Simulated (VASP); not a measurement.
Input of a VASP 6.6.1 run:

The input INCAR:

```
SYSTEM = Li7CaNb8O24
ALGO = Normal
EDIFF = 1E-6
ENCUT = 650
GGA = PE
GGA_COMPAT = .False.
ISIF = 2
ISMEAR = 0
ISYM = -1
LASPH = .True.
LCHARG = .True.
LELF = .True.
LREAL = Auto
LVHAR = .True.
LWAVE = .False.
NBANDS = 166
NELECT = 278.0
NELM = 120
PREC = Accurate
SIGMA = 0.01
```

File KPOINTS:

```
explicit points
1
Reciprocal
  0.25000000   0.25000000   0.25000000 1
```

The input POSCAR:

```
Li7CaNb8O24
1.0
    2.5949501400      1.4981951600      4.6722232500
   -5.1899002700      2.9963903200      9.3444465000
    0.0000000000     -5.9927806400      9.3444465000
Li Nb O Ca
7 8 24 1
Direct
    0.7173894886      0.3642915926      0.3607509457
    0.2116973972      0.1116892976      0.1090482545
    0.7338275848      0.3622231190      0.8524619527
    0.2266306820      0.1120840394      0.6026036804
    0.7083574627      0.8600109969      0.3670260193
    0.2111697661      0.6087364932      0.1153724877
    0.7174316360      0.8517489307      0.8605915952
    1.0249914742      0.4967226187      0.4942901977
    0.5023426335      0.2493767022      0.2472302775
    0.9922707869      0.4921191424      1.0121587250
    0.5158042177      0.2379922194      0.7552842201
    0.9837090188      1.0126728101      0.4954140082
    0.5001695440      0.7597042406      0.2408216084
    0.9977741063      0.9998641205      1.0005515503
    0.4771716842      0.7506680714      0.7569823680
    0.2939249248      0.3182553119      0.4417493782
    0.6268105150      0.4452762764      0.1449325041
    0.8890820793      0.1446917447      0.3128021191
    0.3880609256      0.0737454773      0.3892534988
    0.7776924409      0.1953964635      0.0670822590
    0.1337695499      0.3906516507      0.1961393322
    0.2690223648      0.3218938107      0.9421750276
    0.6844551723      0.4263289248      0.6450915052
    0.8993141807      0.1343830668      0.8180494731
    0.3977181215      0.0633485061      0.8893094586
    0.7858591743      0.1937816564      0.5673314100
    0.1680185915      0.3875716790      0.6911916014
    0.2872147217      0.8394862957      0.4270344608
    0.6365351989      0.9479358393      0.1330109271
    0.8824584642      0.6378642379      0.3265388859
    0.3888119776      0.5763737730      0.3897842962
    0.7803866455      0.6943640443      0.0711808604
    0.1340417646      0.8899911540      0.1938073336
    0.2645994538      0.8201913318      0.9457281760
    0.6466270842      0.9419903051      0.6330791388
    0.8492912338      0.6407251045      0.8406522320
    0.3796228479      0.5683866101      0.8845858099
    0.7717278328      0.6895931362      0.5790390584
    0.1329098198      0.8837353200      0.6933183566
    0.2367875115      0.6168738855      0.6192850061
```

Potentials or basis: VASP PAW PBE potentials, release 64 (Li_sv, Nb_sv, O, Ca_sv).

Command:

```bash
$ cat potpaw_PBE.64/Li_sv/POTCAR potpaw_PBE.64/Nb_sv/POTCAR potpaw_PBE.64/O/POTCAR potpaw_PBE.64/Ca_sv/POTCAR > POTCAR
$ mpirun -np 1 vasp_std > vasp.out
```

(1) Predict the largest force.

Results:

(1) 0.056 eV/Å.

Caveat: the cell carries a net charge on a neutralising background, which shifts energy and pressure.
